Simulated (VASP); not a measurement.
# SbSe (Fm-3m) in VASP: notebook, part 3 of 3

VASP 6.6.1. The steps go on from the part before.

### 6 Single point, PBE

This run uses another cell than the first one, of 15.56 Å³/atom.

File INCAR:

```
SYSTEM = SbSe
  PREC = Accurate
  ENCUT = 520
  EDIFF = 1E-7
  ISMEAR = 0
  SIGMA = 0.1
  LREAL = .FALSE.
  LASPH = .TRUE.
  NELM = 100
  ALGO = Fast
  ISIF = 2
  LWAVE = .FALSE.
  LCHARG = .FALSE.
  GGA = PE
  NBANDS = 12
```

File KPOINTS:

```
regular mesh
0
G
  6 6 6
  0 0 0
```

File POSCAR:

```
SbSe
1.0
    0.0000000000      2.4966129032      2.4966129032
    2.4966129032      0.0000000000      2.4966129032
    2.4966129032      2.4966129032      0.0000000000
Sb Se
1 1
Direct
    0.0000000000      0.0000000000      0.0000000000
    0.5000000000      0.5000000000      0.5000000000
```

Potentials or basis: VASP PAW PBE potentials, release 64 (Sb, Se).

Launch:

```
cat potpaw_PBE.64/Sb/POTCAR potpaw_PBE.64/Se/POTCAR > POTCAR
mpirun -np 1 vasp_std > vasp.out
```

OUTCAR:

```text
SYSTEM = SbSe
   PREC = Accurate
   ENCUT = 520
   EDIFF = 1E-7
   ISMEAR = 0
   LREAL = .FALSE.
   LASPH = .TRUE.
   NELM = 100
   ISIF = 2
   GGA = PE

 ion  position               nearest neighbor table
   1  0.000  0.000  0.000-   2 2.50   2 2.50   2 2.50   2 2.50   2 2.50   2 2.50
   2  0.500  0.500  0.500-   1 2.50   1 2.50   1 2.50   1 2.50   1 2.50   1 2.50

  LATTYP: Found a face centered cubic cell.
 ALAT       =     4.9932258064

  Lattice vectors:

 A1 = (   0.0000000000,   2.4966129032,   2.4966129032)
 A2 = (   2.4966129032,   0.0000000000,   2.4966129032)
 A3 = (   2.4966129032,   2.4966129032,   0.0000000000)

Analysis of symmetry for initial positions (statically):
=====================================================================
 Subroutine PRICEL returns:
 Original cell was already a primitive cell.

 Routine SETGRP: Setting up the symmetry group for a
 face centered cubic supercell.

 Subroutine GETGRP returns: Found 48 space group operations
 (whereof 48 operations were pure point group operations)
 out of a pool of 48 trial point group operations.

The static configuration has the point symmetry O_h .

Analysis of symmetry for dynamics (positions and initial velocities):
=====================================================================
 Subroutine PRICEL returns:
 Original cell was already a primitive cell.

 Routine SETGRP: Setting up the symmetry group for a
 face centered cubic supercell.

 Subroutine GETGRP returns: Found 48 space group operations
 (whereof 48 operations were pure point group operations)
 out of a pool of 48 trial point group operations.

The dynamic configuration has the point symmetry O_h .

 Subroutine INISYM returns: Found 48 space group operations
 (whereof 48 operations are pure point group operations),
 and found     1 'primitive' translations

----------------------------------------------------------------------------------------

                                     Primitive cell

[... 110 lines left out ...]
   LEPSILON=     F    determine dielectric tensor
   LRPA    =     F    only Hartree local field effects (RPA)
 non-spin polarized calculation
 RMM-DIIS sequential band-by-band and
 Gauss-broadening in eV      SIGMA  =   0.10
  energy-cutoff  :      520.00
  volume of cell :       31.12
 maximum number of plane-waves:       869
 NGX is ok and might be reduce to    28
   NGX = 13   NGY = 13   NGZ = 13

 number of electron      11.0000000 magnetization

 Free energy of the ion-electron system (eV)
  ---------------------------------------------------
  ext. energy  EPLUGINS =         0.00000000
  ---------------------------------------------------
  free energy    TOTEN  =        -3.04907554 eV

  energy without entropy =       -3.04601389  energy(sigma->0) =       -3.04754472

 E-fermi :  14.9869     XC(G=0): -12.1896

 val. band max:       14.5712100219   @ k =  -0.1667   0.1667   0.0000
 cond. band min:      15.0181106184   @ k =   0.1667   0.1667   0.0000
 fundamental gap:      0.4469005964
 Fermi energy:        14.9868629883

 k-point     1 :       0.0000    0.0000    0.0000
  band No.  band energies     occupation
      1      -5.9836      2.00000
      2       9.3294      2.00000
      3       9.3294      2.00000
      4       9.3294      2.00000
      5      10.3461      2.00000
      6      18.0530      0.00000
      7      18.0530      0.00000
      8      18.0530      0.00000
      9      18.7976      0.00000
     10      18.7976      0.00000
     11      18.7976      0.00000
     12      20.3286      0.00000
[... 211 lines left out ...]
 k-point    16 :      -0.3333    0.5000    0.1667
  band No.  band energies     occupation
      1      -1.8404      2.00000
      2       3.0017      2.00000
      3       3.4622      2.00000
      4       5.0836      2.00000
      5      10.5428      2.00000
      6      15.9900      0.00000
      7      16.8187      0.00000
      8      20.4313      0.00000
      9      22.5472      0.00000
     10      24.5115      0.00000
     11      26.8838      0.00000
     12      27.9422      0.00000

------------------------ aborting loop because EDIFF is reached ----------------------------------------

  FORCE on cell =-STRESS in cart. coord.  units (eV):
  Direction    XX          YY          ZZ          XY          YZ          ZX
  --------------------------------------------------------------------------------------
  -------------------------------------------------------------------------------------
  Total       20.3830963     20.3830963     20.3830963     -0.0000000     -0.0000000      0.0000000
  in kB     1049.2938100   1049.2938100   1049.2938100     -0.0000000     -0.0000000      0.0000000
  external PRESSURE =    1049.2938100 kB  Pullay stress =       0.0000000 kB

 VOLUME and BASIS-vectors are now :
 -----------------------------------------------------------------------------
  energy-cutoff  :      520.00
  volume of cell :       31.12
      direct lattice vectors                 reciprocal lattice vectors
     0.000000000  2.496612903  2.496612903    -0.200271335  0.200271335  0.200271335
     2.496612903  0.000000000  2.496612903     0.200271335 -0.200271335  0.200271335
     2.496612903  2.496612903  0.000000000     0.200271335  0.200271335 -0.200271335

 POSITION                                       TOTAL-FORCE (eV/Angst)
 -----------------------------------------------------------------------------------
      0.00000      0.00000      0.00000         0.000000     -0.000000     -0.000000
      2.49661      2.49661      2.49661        -0.000000      0.000000      0.000000
 -----------------------------------------------------------------------------------
    total drift:                                0.000000      0.000000      0.000000

  FREE ENERGIE OF THE ION-ELECTRON SYSTEM (eV)
  ---------------------------------------------------
  free  energy   TOTEN  =        -3.0490755430 eV

  energy  without entropy=       -3.0460138881  energy(sigma->0) =       -3.04754472
```

stdout:

```text
POSCAR found type information on POSCAR SbSe
 POSCAR found :  2 types and       2 ions
 scaLAPACK will be used
 LDA part: xc-table for (Slater+PW92), standard interpolation
 POSCAR, INCAR and KPOINTS ok, starting setup
 FFT: planning ... GRIDC
 FFT: planning ... GRID_SOFT
 FFT: planning ... GRID
 WAVECAR not read
 entering main loop
```

Run time: 4.7 s. Hardware: 1 thread of Intel Xeon 6975P-C (Granite Rapids), shared host; peak memory 0.15 GiB.

Results:

* Free energy: -3.0491 eV
* Pressure: 104.9 GPa
* Band gap on the k mesh: zero (an odd number of electrons rules out a gap without spin polarisation)

Levels at points of the mesh, in eV from the Fermi level:
```
           k point  band 2  band 3  band 4  band 5  band 6  band 7  band 8  band 9
(0.00, 0.00, 0.00)   -5.66   -5.66   -5.66   -4.64    3.07    3.07    3.07    3.81
(0.50, 0.00, 0.00)  -14.75   -5.07   -5.07   -2.43   -2.12   -2.12    0.59    8.71
(0.50, 0.50, 0.00)  -12.15   -9.58   -8.69   -8.69   -1.19    6.76    6.76    8.55
```

Caveat: the k points lie up to 0.36 Å⁻¹ apart, too coarse for converged energies and pressures of a metal; spin-orbit coupling is left out, which moves the levels of the heavy elements.

### 7 The runs side by side

```tsv
task	cell	k mesh	cutoff (eV)	smearing	gap on the mesh (eV)	pressure (GPa)	relaxed volume (Å³/atom)
single point	a = 4.240 Å, angles 60.0°, 2 atoms	12 × 12 × 12	520	gaussian 0.1 eV	none	-0.1	-
relaxation of cell and atoms	relaxed from a = 4.240 Å, angles 60.0°, 2 atoms	12 × 12 × 12	600	gaussian 0.1 eV	none	0.0	26.92
single point	a = 4.245 Å, angles 60.0°, 2 atoms	12 × 12 × 12	520	fermi-dirac 0.15 eV	none	-0.1	-
relaxation of cell and atoms	relaxed from a = 4.240 Å, angles 60.0°, 2 atoms	12 × 12 × 12	600	fermi-dirac 0.15 eV	none	0.0	26.99
single point	a = 3.531 Å, angles 60.0°, 2 atoms	6 × 6 × 6	520	gaussian 0.1 eV	none	104.9	-
```

Alike in all rows: level PBE; potentials or basis VASP PAW PBE potentials, release 64 (Sb, Se); no spin polarisation.

Caveats: some runs use coarse meshes; spin-orbit coupling is left out, which moves the levels of the heavy elements.

Total energies depend on the potentials used, so only differences within one code and one set of settings carry meaning.
